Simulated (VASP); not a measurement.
# BaTiO2 (P6/mmm) in VASP: single point with PBE

Aim: the single point of BaTiO2 with PBE.

Program: VASP 6.6.1. These are calculated values, not measurements. Logs are shortened: lines on timing, memory, paths and dates and some standing lists are left out, and cuts for length are marked.

**1. The cell of the first run**

Symmetry: P6/mmm, No. 191, hexagonal system. Conventional cell: a = 3.865 Å, b = 3.865 Å, c = 6.211 Å, α = 90.00°, β = 90.00°, γ = 120.00°. Within 3.0 Å of Ba (site symmetry 6/mmm) lie 6 O at 2.23 Å. Ti (site symmetry 6/mmm) has 2 Ba at 3.11 Å and 12 O at 3.82 Å and 6 Ti at 3.86 Å within 4.1 Å. O (site symmetry -6m2) has 3 Ba at 2.23 Å and 3 O at 2.23 Å within 3.0 Å.

**2. Single point, PBE, collinear spin, ferromagnetic start**

Contents of INCAR:

```
PREC     = Accurate       # precision mode
ENCUT    = 520            # plane-wave cutoff, eV
EDIFF    = 1E-6           # SCF threshold, eV
ISMEAR   = 0              # smearing method
SIGMA    = 0.1            # smearing width, eV
LREAL    = False          # projectors in reciprocal space
LASPH    = True           # aspherical terms in the spheres
NELM     = 150            # most SCF steps
ALGO     = Normal         # electronic algorithm
ISIF     = 2              # what is computed and relaxed
LWAVE    = False          # write WAVECAR
LCHARG   = False          # write CHGCAR
ISPIN    = 2              # spin polarisation
MAGMOM   = 0 1 0 0        # initial moments
LORBIT   = 11             # projections on sites
LMAXMIX  = 4              # l up to which the mixer works
GGA      = PE             # functional
NBANDS   = 29             # bands
```

Contents of KPOINTS:

```
regular mesh
0
Gamma
  6 6 4
```

Contents of POSCAR:

```
BaTiO2
1.0
    3.8646023200      0.0000000000      0.0000000000
   -1.9323011600      3.3468437900      0.0000000000
    0.0000000000      0.0000000000      6.2107301000
Ba Ti O
1 1 2
Direct
    0.0000000000      0.0000000000      0.5000000000
    0.0000000000      0.0000000000      0.0000000000
    0.3333333300      0.6666666700      0.5000000000
    0.6666666700      0.3333333300      0.5000000000
```

Potentials or basis: VASP PAW PBE potentials, release 64 (Ba_sv, Ti_sv, O).

The run is started by

```console
$ cat potpaw_PBE.64/Ba_sv/POTCAR potpaw_PBE.64/Ti_sv/POTCAR potpaw_PBE.64/O/POTCAR > POTCAR
$ mpirun -np 1 vasp_std > vasp.out
```

OUTCAR:

```text
PREC = Accurate
   ENCUT = 520
   EDIFF = 1E-6
   ISMEAR = 0
   LREAL = False
   LASPH = True
   NELM = 150
   ISIF = 2
   ISPIN = 2
   LORBIT = 11
   GGA = PE

 ion  position               nearest neighbor table
   1  0.000  0.000  0.500-   3 2.23   4 2.23   4 2.23   3 2.23   4 2.23   3 2.23   2 3.11   2 3.11

   2  0.000  0.000  0.000-   1 3.11   1 3.11
   3  0.333  0.667  0.500-   1 2.23   1 2.23   1 2.23
   4  0.667  0.333  0.500-   1 2.23   1 2.23   1 2.23

  LATTYP: Found a hexagonal cell.
 ALAT       =     3.8646023200
 C/A-ratio  =     1.6070812947

  Lattice vectors:

 A1 = (   3.8646023200,   0.0000000000,   0.0000000000)
 A2 = (  -1.9323011600,   3.3468437900,   0.0000000000)
 A3 = (   0.0000000000,   0.0000000000,   6.2107301000)

Analysis of symmetry for initial positions (statically):
=====================================================================
 Subroutine PRICEL returns:
 Original cell was already a primitive cell.

 Routine SETGRP: Setting up the symmetry group for a
 hexagonal supercell.

 Subroutine GETGRP returns: Found 24 space group operations
 (whereof 24 operations were pure point group operations)
 out of a pool of 24 trial point group operations.

The static configuration has the point symmetry D_6h.

Analysis of symmetry for dynamics (positions and initial velocities):
=====================================================================
 Subroutine PRICEL returns:
 Original cell was already a primitive cell.

 Routine SETGRP: Setting up the symmetry group for a
 hexagonal supercell.

 Subroutine GETGRP returns: Found 24 space group operations
 (whereof 24 operations were pure point group operations)
 out of a pool of 24 trial point group operations.

The dynamic configuration has the point symmetry D_6h.

Analysis of structural, dynamic, and magnetic symmetry:
=====================================================================
 Subroutine PRICEL returns:
 Original cell was already a primitive cell.

 Routine SETGRP: Setting up the symmetry group for a
 hexagonal supercell.

 Subroutine GETGRP returns: Found 24 space group operations
 (whereof 24 operations were pure point group operations)
 out of a pool of 24 trial point group operations.

The overall configuration has the point symmetry D_6h.

 Subroutine INISYM returns: Found 24 space group operations
 (whereof 24 operations are pure point group operations),
 and found     1 'primitive' translations

----------------------------------------------------------------------------------------

                                     Primitive cell

  volume of cell :      80.3310

  direct lattice vectors                    reciprocal lattice vectors
     3.864602320  0.000000000  0.000000000     0.258758837  0.149394484  0.000000000
    -1.932301160  3.346843790  0.000000000     0.000000000  0.298788967  0.000000000
     0.000000000  0.000000000  6.210730100     0.000000000  0.000000000  0.161011666

  length of vectors
     3.864602320  3.864602325  6.210730100     0.298788968  0.298788967  0.161011666

  position of ions in fractional coordinates (direct lattice)
     0.000000000  0.000000000  0.500000000
     0.000000000  0.000000000  0.000000000
     0.333333330  0.666666670  0.500000000
     0.666666670  0.333333330  0.500000000

  ion indices of the primitive-cell ions
   primitive index   ion index
                 1           1
                 2           2
                 3           3
                 4           4

----------------------------------------------------------------------------------------

 KPOINTS: regular mesh

Automatic generation of k-mesh.
 Grid dimensions read from file:
 generate k-points for:    6    6    4

 Generating k-lattice:

  Cartesian coordinates                     Fractional coordinates (reciprocal lattice)
     0.043126473  0.024899081  0.000000000     0.166666667  0.000000000  0.000000000
     0.000000000  0.049798161  0.000000000     0.000000000  0.166666667  0.000000000
     0.000000000  0.000000000  0.040252916     0.000000000  0.000000000  0.250000000

  Length of vectors
     0.049798161  0.049798161  0.040252916

  Shift w.r.t. Gamma in fractional coordinates (k-lattice)
     0.000000000  0.000000000  0.000000000

 Subroutine IBZKPT returns following result:
 ===========================================

 Found     21 irreducible k-points:

 Following reciprocal coordinates:
            Coordinates               Weight
  0.000000  0.000000  0.000000      1.000000
  0.166667  0.000000  0.000000      6.000000
  0.333333  0.000000  0.000000      6.000000
  0.500000  0.000000  0.000000      3.000000
  0.166667  0.166667  0.000000      6.000000
  0.333333  0.166667  0.000000     12.000000
[... 13 lines left out ...]
  0.333333  0.166667  0.500000     12.000000
  0.333333  0.333333  0.500000      2.000000
   k-points           NKPTS =     21   k-points in BZ     NKDIM =     21   number of bands    NBANDS=     29
   number of dos      NEDOS =    301   number of ions     NIONS =      4
   total plane-waves  NPLWV =  43200
   dimension x,y,z NGX =    30 NGY =   30 NGZ =   48
   dimension x,y,z NGXF=    60 NGYF=   60 NGZF=   96
   ions per type =               1   1   2
   NGX,Y,Z   is equivalent  to a cutoff of  12.91, 12.91, 12.85 a.u.
   NGXF,Y,Z  is equivalent  to a cutoff of  25.81, 25.81, 25.70 a.u.
 SYSTEM =  unknown system
   PREC   = accura    normal or accurate (medium, high low for compatibility)
   ISTART =      0    job   : 0-new  1-cont  2-samecut
   ICHARG =      2    charge: 1-file 2-atom 10-const
   ISPIN  =      2    spin polarized calculation?
   LNONCOLLINEAR =      F non collinear calculations
   LSORBIT =      F    spin-orbit coupling
   LASPH  =      T    aspherical Exc in radial PAW
   ENCUT  =  520.0 eV  38.22 Ry    6.18 a.u.   7.19  7.19 11.55*2*pi/ulx,y,z
   NELM   =    150;   NELMIN=  2; NELMDL= -5     # of ELM steps
   EDIFF  = 0.1E-05   stopping-criterion for ELM
   LREAL  =      F    real-space projection
   EDIFFG = 0.1E-04   stopping-criterion for IOM
   NSW    =      0    number of steps for IOM
   IBRION =     -1    ionic relax: 0-MD 1-quasi-New 2-CG
   NFREE  =      0    steps in history (QN), initial steepest desc. (CG)
   ISIF   =      2    stress and relaxation
   ISYM   =      2    0-nonsym 1-usesym 2-fastsym
   POTIM  = 0.5000    time-step for ionic-motion
   TEBEG  =    0.0;   TEEND  =   0.0 temperature during run
   PSTRESS=    0.0 pullay stress
   NELECT =      34.0000    total number of electrons
   NUPDOWN=      -1.0000    fix difference up-down
   EMIN   =  10.00;   EMAX   =-10.00  energy-range for DOS
   EFERMI =   0.00;   METHOD = LEGACY
   ISMEAR =     0;   SIGMA  =   0.10  broadening in eV -4-tet -1-fermi 0-gaus
   EFERMI_NEDOS =   21; number of points for ismear=-14 and -15
   IALGO  =     38    algorithm
   IMIX   =      4    mixing-type and parameters
     AMIX     =   0.40;   BMIX     =  1.00
     AMIX_MAG =   1.60;   BMIX_MAG =  1.00
  volume/ion in A,a.u.               =      20.08       135.53
  Fermi-wavevector in a.u.,A,eV,Ry     =   1.229156  2.322767 20.555999  1.510823
  Thomas-Fermi vector in A             =   2.364054
   LORBIT       =     11    0 simple, 1 ext, 2 COOP (PROOUT), +10 PAW based schemes
   GGA     = PE    functional components
   LHFCALC =     F    Hartree Fock is set to
   AEXX    =    0.0000 exact exchange contribution
   IVDW    =     0    specifies the selected vdW correction
   LEPSILON=     F    determine dielectric tensor
   LRPA    =     F    only Hartree local field effects (RPA)
 spin polarized calculation
 Gauss-broadening in eV      SIGMA  =   0.10
  energy-cutoff  :      520.00
  volume of cell :       80.33
 maximum number of plane-waves:      2196
 NGX is ok and might be reduce to    30
   NGX = 15   NGY = 15   NGZ = 23

 number of electron      34.0000004 magnetization       0.1236235

 Free energy of the ion-electron system (eV)
  ---------------------------------------------------
  ext. energy  EPLUGINS =         0.00000000
  ---------------------------------------------------
  free energy    TOTEN  =       -15.42521472 eV

  energy without entropy =      -15.36967909  energy(sigma->0) =      -15.39744691

 E-fermi :   2.9927     XC(G=0):  -9.4267

 val. band max:        2.9877474430   @ k =   0.3333   0.0000   0.0000
 cond. band min:       2.9957819082   @ k =   0.3333   0.1667   0.5000
 fundamental gap:      0.0080344652
 Fermi energy:         2.9926767976

 spin component 1

 k-point     1 :       0.0000    0.0000    0.0000
  band No.  band energies     occupation
      1     -54.8321      1.00000
      2     -31.1339      1.00000
      3     -31.1339      1.00000
      4     -30.9877      1.00000
      5     -23.4873      1.00000
      6     -14.4093      1.00000
[... 639 lines left out ...]
      6     -15.9971      1.00000
[... 21 lines left out ...]
     28      10.7500      0.00000
     29      10.7500      0.00000
 Fermi energy:         2.9926767976

 spin component 2

 k-point     1 :       0.0000    0.0000    0.0000
  band No.  band energies     occupation
      1     -54.7878      1.00000
      2     -31.2927      1.00000
      3     -30.9168      1.00000
      4     -30.9168      1.00000
      5     -23.4852      1.00000
      6     -14.3907      1.00000
[... 661 lines left out ...]
     28      10.8218      0.00000
     29      10.8218      0.00000

------------------------ aborting loop because EDIFF is reached ----------------------------------------

  FORCE on cell =-STRESS in cart. coord.  units (eV):
  Direction    XX          YY          ZZ          XY          YZ          ZX
  --------------------------------------------------------------------------------------
  -------------------------------------------------------------------------------------
  Total       15.2171429     15.2171429      3.8259859      0.0000000      0.0000000     -0.0000000
  in kB      303.5014647    303.5014657     76.3081696      0.0000000      0.0000000     -0.0000000
  external PRESSURE =     227.7703667 kB  Pullay stress =       0.0000000 kB

 VOLUME and BASIS-vectors are now :
 -----------------------------------------------------------------------------
  energy-cutoff  :      520.00
  volume of cell :       80.33
      direct lattice vectors                 reciprocal lattice vectors
     3.864602320  0.000000000  0.000000000     0.258758837  0.149394484  0.000000000
    -1.932301160  3.346843790  0.000000000     0.000000000  0.298788967  0.000000000
     0.000000000  0.000000000  6.210730100     0.000000000  0.000000000  0.161011666

 POSITION                                       TOTAL-FORCE (eV/Angst)
 -----------------------------------------------------------------------------------
      0.00000      0.00000      3.10537         0.000000      0.000000      0.000000
      0.00000      0.00000      0.00000         0.000000      0.000000      0.000000
     -0.00000      2.23123      3.10537        -0.000000      0.000000      0.000000
      1.93230      1.11561      3.10537         0.000000     -0.000000     -0.000000
 -----------------------------------------------------------------------------------
    total drift:                                0.000000      0.000000      0.000000

  FREE ENERGIE OF THE ION-ELECTRON SYSTEM (eV)
  ---------------------------------------------------
  free  energy   TOTEN  =       -15.4252147154 eV

  energy  without entropy=      -15.3696790948  energy(sigma->0) =      -15.39744691

 total charge

# of ion       s       p       d       tot
------------------------------------------
    1        2.069   5.455   1.063   8.588
    2        2.197   5.963   1.858  10.017
    3        1.626   3.338   0.000   4.964
    4        1.626   3.338   0.000   4.964
--------------------------------------------------
tot          7.518  18.094   2.921  28.533

 magnetization (x)

# of ion       s       p       d       tot
------------------------------------------
    1       -0.002   0.005  -0.006  -0.004
    2       -0.005   0.006   0.051   0.052
    3        0.000   0.011   0.000   0.011
    4        0.000   0.011   0.000   0.011
--------------------------------------------------
tot         -0.007   0.033   0.045   0.071
```

It took 7.8 min on 1 thread of AMD EPYC 7R13, shared host; peak memory 0.25 GiB.

Results:

```yaml
Free_energy: -15.4252 eV
Pressure: 22.8 GPa
Net_moment: 0.12 μB per cell
Site_moments: Ba -0.00; Ti +0.05; O +0.01 μB
Valence_electrons_inside_the_program's_atomic_spheres: Ba 8.59; Ti 10.02; O 4.96
```

Caveat: spin-orbit coupling is left out, which moves the levels of the heavy elements; semilocal functionals often make such compounds metallic where correlation or magnetic order opens a gap, which also shifts bond lengths.
